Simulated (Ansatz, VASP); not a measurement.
Re in VASP and in Ansatz

```
CELL_PARAMETERS angstrom
2.61155 0.00000 0.00000
-1.30577 2.26167 0.00000
0.00000 0.00000 4.17583
ATOMIC_POSITIONS crystal
Re 0.33333 0.66667 0.25000
Re 0.66667 0.33333 0.75000
```

Change from the starting cell: volume scaled by 1.01, crystal datasets.

Alike in both runs: task electric field gradients; functional PBE; k mesh 14 × 14 × 8; occupations fermi-dirac, width 0.05 eV; no spin polarisation.

|  | VASP | Ansatz |
| --- | --- | --- |
| version | VASP 6.6.1 | Ansatz 0.2.0 |
| potentials or method | VASP PAW PBE potentials, release 64 (Re), cutoff 520 eV | all-electron PAW with datasets made for the crystal, scalar-relativistic |

```csv
,VASP,Ansatz,Ansatz less VASP
pressure (GPa),108.7,106.3,-2.43
"traceless stress, the component that is largest in VASP (GPa)",5.39,5.45,+0.051
size of Vzz on the site where it differs most (V/Å²),106.7,83.8,-22.90
```

Both programs put the cell under a high pressure, so it lies far from rest at this level. Ansatz ran all-electron here, and VASP with PAW potentials.

Neither program's run includes spin-orbit coupling. Noted on VASP's run: the cell as given lies far from equilibrium.
